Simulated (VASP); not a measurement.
# SnO (P4/nmm) in VASP: settings compared, part 2 of 2

VASP 6.6.1. Earlier steps stand in the parts before.

## Step 3: Single point, SVWN5

This run uses another cell than the first one, of 18.48 Å³/atom.

Input file INCAR:

```
SYSTEM = SnO
ALGO = Normal ; EDIFF = 1E-6
ENCUT = 910 ; GGA = VW
GGA_COMPAT = .FALSE. ; ISIF = 2
ISMEAR = -1 ; LASPH = .TRUE.
LCHARG = .FALSE. ; LREAL = .FALSE.
LWAVE = .FALSE. ; NBANDS = 28
NELM = 120 ; PREC = Accurate
SIGMA = 0.05
```

Input file KPOINTS:

```
k-points
0
G
  7 7 6
  0 0 0
```

Input file POSCAR:

```
SnO
1.0
    3.8638811754      0.0000000000      0.0000000000
    0.0000000000      3.8638811754      0.0000000000
    0.0000000000      0.0000000000      4.9512221655
Sn O
2 2
Direct
    0.5000000000      0.0000000000      0.7646261400
    0.0000000000      0.5000000000      0.2353738600
    0.0000000000      0.0000000000      0.0000000000
    0.5000000000      0.5000000000      0.0000000000
```

Potentials or basis: VASP PAW PBE potentials, release 64 (Sn_d, O_h).

The run is started by

```bash
cat potpaw_PBE.64/Sn_d/POTCAR potpaw_PBE.64/O_h/POTCAR > POTCAR
mpirun -np 1 vasp_std > vasp.out
```

OUTCAR:

```text
SYSTEM = SnO
   EDIFF = 1E-6
   ENCUT = 910
   GGA = VW
   ISIF = 2
   ISMEAR = -1
   LASPH = .TRUE.
   LREAL = .FALSE.
   NELM = 120
   PREC = Accurate

 ion  position               nearest neighbor table
   1  0.500  0.000  0.765-   3 2.26   4 2.26   4 2.26   3 2.26   2 3.59   2 3.59   2 3.59   2 3.59

   2  0.000  0.500  0.235-   3 2.26   4 2.26   3 2.26   4 2.26   1 3.59   1 3.59   1 3.59   1 3.59

   3  0.000  0.000  0.000-   1 2.26   2 2.26   2 2.26   1 2.26
   4  0.500  0.500  0.000-   1 2.26   2 2.26   1 2.26   2 2.26

  LATTYP: Found a simple tetragonal cell.
 ALAT       =     3.8638811754
 C/A-ratio  =     1.2814116016

  Lattice vectors:

 A1 = (   3.8638811754,   0.0000000000,   0.0000000000)
 A2 = (   0.0000000000,   3.8638811754,   0.0000000000)
 A3 = (   0.0000000000,   0.0000000000,   4.9512221655)

Analysis of symmetry for initial positions (statically):
=====================================================================
 Subroutine PRICEL returns:
 Original cell was already a primitive cell.

 Routine SETGRP: Setting up the symmetry group for a
 simple tetragonal supercell.

 Subroutine GETGRP returns: Found 16 space group operations
 (whereof  8 operations were pure point group operations)
 out of a pool of 16 trial point group operations.

The static configuration has the point symmetry D_2d.
 The point group associated with its full space group is D_4h.

Analysis of symmetry for dynamics (positions and initial velocities):
=====================================================================
 Subroutine PRICEL returns:
 Original cell was already a primitive cell.

 Routine SETGRP: Setting up the symmetry group for a
 simple tetragonal supercell.

 Subroutine GETGRP returns: Found 16 space group operations
 (whereof  8 operations were pure point group operations)
 out of a pool of 16 trial point group operations.

The dynamic configuration has the point symmetry D_2d.
 The point group associated with its full space group is D_4h.

 Subroutine INISYM returns: Found 16 space group operations
 (whereof  8 operations are pure point group operations),
 and found     1 'primitive' translations

----------------------------------------------------------------------------------------

                                     Primitive cell

  volume of cell :      73.9197

  direct lattice vectors                    reciprocal lattice vectors
     3.863881175  0.000000000  0.000000000     0.258807131  0.000000000  0.000000000
     0.000000000  3.863881175  0.000000000     0.000000000  0.258807131  0.000000000
     0.000000000  0.000000000  4.951222165     0.000000000  0.000000000  0.201970335

  length of vectors
     3.863881175  3.863881175  4.951222165     0.258807131  0.258807131  0.201970335

  position of ions in fractional coordinates (direct lattice)
     0.500000000  0.000000000  0.764626140
     0.000000000  0.500000000  0.235373860
     0.000000000  0.000000000  0.000000000
     0.500000000  0.500000000  0.000000000

  ion indices of the primitive-cell ions
   primitive index   ion index
                 1           1
                 2           2
                 3           3
                 4           4

[... 25 lines left out ...]

 Following reciprocal coordinates:
            Coordinates               Weight
  0.000000  0.000000  0.000000      1.000000
  0.142857  0.000000  0.000000      4.000000
  0.285714  0.000000  0.000000      4.000000
  0.428571  0.000000  0.000000      4.000000
  0.142857  0.142857  0.000000      4.000000
  0.285714  0.142857  0.000000      8.000000
[... 16 lines left out ...]
  0.285714  0.000000  0.333333      8.000000
  0.428571  0.000000  0.333333      8.000000
 [... further k-points ...]
   k-points           NKPTS =     40   k-points in BZ     NKDIM =     40   number of bands    NBANDS=     28
   number of dos      NEDOS =    301   number of ions     NIONS =      4
   total plane-waves  NPLWV =  80000
   dimension x,y,z NGX =    40 NGY =   40 NGZ =   50
   dimension x,y,z NGXF=    80 NGYF=   80 NGZF=  100
   ions per type =               2   2
   NGX,Y,Z   is equivalent  to a cutoff of  17.21, 17.21, 16.79 a.u.
   NGXF,Y,Z  is equivalent  to a cutoff of  34.42, 34.42, 33.58 a.u.
 SYSTEM =  SnO
   PREC   = accura    normal or accurate (medium, high low for compatibility)
   ISTART =      0    job   : 0-new  1-cont  2-samecut
   ICHARG =      2    charge: 1-file 2-atom 10-const
   ISPIN  =      1    spin polarized calculation?
   LNONCOLLINEAR =      F non collinear calculations
   LSORBIT =      F    spin-orbit coupling
   LASPH  =      T    aspherical Exc in radial PAW
   ENCUT  =  910.0 eV  66.88 Ry    8.18 a.u.   9.50  9.50 12.18*2*pi/ulx,y,z
   NELM   =    120;   NELMIN=  2; NELMDL= -5     # of ELM steps
   EDIFF  = 0.1E-05   stopping-criterion for ELM
   LREAL  =      F    real-space projection
   EDIFFG = 0.1E-04   stopping-criterion for IOM
   NSW    =      0    number of steps for IOM
   IBRION =     -1    ionic relax: 0-MD 1-quasi-New 2-CG
   NFREE  =      0    steps in history (QN), initial steepest desc. (CG)
   ISIF   =      2    stress and relaxation
   ISYM   =      2    0-nonsym 1-usesym 2-fastsym
   POTIM  = 0.5000    time-step for ionic-motion
   TEBEG  =    0.0;   TEEND  =   0.0 temperature during run
   PSTRESS=    0.0 pullay stress
   NELECT =      40.0000    total number of electrons
   NUPDOWN=      -1.0000    fix difference up-down
   EMIN   =  10.00;   EMAX   =-10.00  energy-range for DOS
   EFERMI =   0.00;   METHOD = LEGACY
   ISMEAR =    -1;   SIGMA  =   0.05  broadening in eV -4-tet -1-fermi 0-gaus
   EFERMI_NEDOS =   21; number of points for ismear=-14 and -15
   IALGO  =     38    algorithm
   IMIX   =      4    mixing-type and parameters
     AMIX     =   0.40;   BMIX     =  1.00
     AMIX_MAG =   1.60;   BMIX_MAG =  1.00
  volume/ion in A,a.u.               =      18.48       124.71
  Fermi-wavevector in a.u.,A,eV,Ry     =   1.334058  2.521005 24.214450  1.779712
  Thomas-Fermi vector in A             =   2.462869
   LORBIT       =      0    0 simple, 1 ext, 2 COOP (PROOUT), +10 PAW based schemes
   GGA     = VW    functional components
   LHFCALC =     F    Hartree Fock is set to
   AEXX    =    0.0000 exact exchange contribution
   IVDW    =     0    specifies the selected vdW correction
   LEPSILON=     F    determine dielectric tensor
   LRPA    =     F    only Hartree local field effects (RPA)
 non-spin polarized calculation
  energy-cutoff  :      910.00
  volume of cell :       73.92
 maximum number of plane-waves:      4633
 NGX is ok and might be reduce to    40
   NGX = 19   NGY = 19   NGZ = 25

 number of electron      40.0000003 magnetization

 Free energy of the ion-electron system (eV)
  ---------------------------------------------------
  ext. energy  EPLUGINS =         0.00000000
  ---------------------------------------------------
  free energy    TOTEN  =       -25.62605739 eV

  energy without entropy =      -25.62599512  energy(sigma->0) =      -25.62602626

 E-fermi :   6.4610     XC(G=0): -10.3879

 val. band max:        6.1570707124   @ k =   0.0000   0.0000   0.0000
 cond. band min:       6.7487394642   @ k =   0.4286   0.4286   0.0000
 fundamental gap:      0.5916687519
 Fermi energy:         6.4610012023

 k-point     1 :       0.0000    0.0000    0.0000
  band No.  band energies     occupation
      1     -15.3295      2.00000
      2     -14.9761      2.00000
      3     -14.9761      2.00000
      4     -14.9737      2.00000
      5     -14.9343      2.00000
      6     -14.9279      2.00000
[... 733 lines left out ...]
     27      14.9885      0.00000
     28      15.8243      0.00000

 [... further k-points ...]

------------------------ aborting loop because EDIFF is reached ----------------------------------------

  FORCE on cell =-STRESS in cart. coord.  units (eV):
  Direction    XX          YY          ZZ          XY          YZ          ZX
  --------------------------------------------------------------------------------------
  -------------------------------------------------------------------------------------
  Total       -3.1994638     -3.1994638     -2.5943285      0.0000000      0.0000000      0.0000000
  in kB      -69.3470259    -69.3470259    -56.2309741      0.0000000      0.0000000      0.0000000
  external PRESSURE =     -64.9750086 kB  Pullay stress =       0.0000000 kB

 VOLUME and BASIS-vectors are now :
 -----------------------------------------------------------------------------
  energy-cutoff  :      910.00
  volume of cell :       73.92
      direct lattice vectors                 reciprocal lattice vectors
     3.863881175  0.000000000  0.000000000     0.258807131  0.000000000  0.000000000
     0.000000000  3.863881175  0.000000000     0.000000000  0.258807131  0.000000000
     0.000000000  0.000000000  4.951222165     0.000000000  0.000000000  0.201970335

 POSITION                                       TOTAL-FORCE (eV/Angst)
 -----------------------------------------------------------------------------------
      1.93194      0.00000      3.78583         0.000000      0.000000      0.663520
      0.00000      1.93194      1.16539        -0.000000      0.000000     -0.663520
      0.00000      0.00000      0.00000        -0.000000      0.000000      0.000000
      1.93194      1.93194      0.00000        -0.000000     -0.000000      0.000000
 -----------------------------------------------------------------------------------
    total drift:                               -0.000000      0.000000     -0.000000

  FREE ENERGIE OF THE ION-ELECTRON SYSTEM (eV)
  ---------------------------------------------------
  free  energy   TOTEN  =       -25.6260573898 eV

  energy  without entropy=      -25.6259951236  energy(sigma->0) =      -25.62602626
```

stdout:

```text
POSCAR found type information on POSCAR SnO
 POSCAR found :  2 types and       4 ions
 scaLAPACK will be used
 -----------------------------------------------------------------------------
|                                                                             |
|                                                                             |
|     You enforced a specific xc type in the INCAR file but a different       |
|     I HOPE YOU KNOW WHAT YOU ARE DOING!                                     |
|                                                                             |
 -----------------------------------------------------------------------------

 LDA part: xc-table for (Slater(with rela. corr.)+VWN5), standard interpolation
 POSCAR, INCAR and KPOINTS ok, starting setup
 FFT: planning ... GRIDC
 FFT: planning ... GRID_SOFT
 FFT: planning ... GRID
 WAVECAR not read
 entering main loop
```

It took 88 s on 1 thread of AMD EPYC 9R45 (Zen 5), shared host; peak memory 0.28 GiB.

What came out:

```
Free energy            : -25.6261 eV
Pressure               : -6.5 GPa
Largest force          : 0.664 eV/Å
Band gap on the k mesh : 0.59 eV (least direct gap 1.98 eV)
```

Forces on the atoms (eV/Å):
```
Sn   0.000  0.000  0.664
Sn   0.000  0.000 -0.664
O    0.000  0.000  0.000
O    0.000  0.000  0.000
```

Stress tensor (GPa, compression positive):
```
-6.93  0.00  0.00
 0.00 -6.93  0.00
 0.00  0.00 -5.62
```

Caveat: the cutoff is under 1.25 times the usual one of these potentials, so pressure, stress and relaxed cells hold a basis-set (Pulay) error; the cell stands under tension; the PAW data sets were made with another functional, which shifts forces and pressure a little; spin-orbit coupling is left out, which moves the levels of the heavy elements; an odd mesh through Γ misses points on the zone boundary, where band edges can lie.
